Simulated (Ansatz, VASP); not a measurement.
**Ni: VASP beside Ansatz**

```
CELL_PARAMETERS angstrom
2.47733 0.00000 0.00000
-1.23867 2.14543 0.00000
0.00000 0.00000 4.08979
ATOMIC_POSITIONS crystal
Ni 0.33333 0.66667 0.25000
Ni 0.66667 0.33333 0.75000
```

Alike in both runs: functional PBE; k mesh 17 × 17 × 10; occupations fermi-dirac, width 0.05 eV; no spin polarisation.

Ansatz relaxed the structure, and its values are those at the end. VASP's run is a single point on that final structure, the one shown.

|  | VASP | Ansatz |
| --- | --- | --- |
| version | VASP 6.6.1 | Ansatz 0.2.0 |
| potentials or method | VASP PAW PBE potentials, release 64 (Ni) | PAW with Ansatz's default frozen-core files, scalar-relativistic |
| plane-wave cutoff (eV) | 520 | 420 |
| valence electrons in the cell | 20 | 36 |

|  | VASP | Ansatz | Ansatz less VASP |
| --- | --- | --- | --- |
| pressure (GPa) | 0.0 | 0.0 | -0.03 |

With one functional, cell and mesh, what is left measures potentials, basis and numerics. VASP's potentials hold 20 valence electrons a cell and Ansatz's 36, so a difference there can come from the potentials and not from the codes.
